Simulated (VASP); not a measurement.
C: single point with LDA

System: C, a slab with vacuum.

```
CELL_PARAMETERS angstrom
2.52986 0.00000 0.00000
-1.26493 2.19092 0.00000
0.00000 0.00000 8.26809
ATOMIC_POSITIONS crystal
C 0.33333 0.66667 0.00000
C 0.66667 0.33333 0.00000
```

This cell differs from its parent crystal: strain +0.030 along x and y, -0.030 along z.

- Program: VASP 6.6.1
- Task: single point
- Functional: LDA
- Potentials or basis: VASP PAW LDA potentials, release 64 (C)
- Cutoff: 520 eV
- k mesh: 24 × 24 × 6
- Occupations: gaussian, width 0.15 eV
- Spin: no spin polarisation
- Dipole correction: no
- Further INCAR settings: ALGO = Normal; EDIFF = 1e-07; NBANDS = 11

The band gap on the k mesh is zero (filled and empty bands touch).

Levels at points of the mesh, in eV from the Fermi level:
| k point | band 1 | band 2 | band 3 | band 4 | band 5 | band 6 | band 7 | band 8 | band 9 |
| --- | --- | --- | --- | --- | --- | --- | --- | --- | --- |
| (0.00, 0.00, 0.00) | -18.70 | -7.14 | -3.06 | -3.06 | 3.36 | 5.88 | 7.63 | 7.76 | 7.76 |
| (0.50, 0.00, 0.00) | -13.77 | -12.67 | -6.19 | -2.21 | 1.59 | 6.70 | 10.81 | 10.91 | 12.35 |
| (0.00, 0.00, 0.50) | -18.70 | -7.14 | -3.06 | -3.06 | 4.08 | 4.30 | 7.76 | 7.76 | 9.71 |
| (0.50, 0.00, 0.50) | -13.77 | -12.67 | -6.19 | -2.21 | 1.59 | 6.70 | 11.32 | 11.44 | 11.58 |

Run time: 3.2 min on 1 thread of AMD EPYC 7R43 64-Core Processor (Zen 3), with other jobs on the host, peak memory 0.17 GiB.

Caveat: the cell differs from its parent crystal (strain +0.030 along x and y, -0.030 along z).
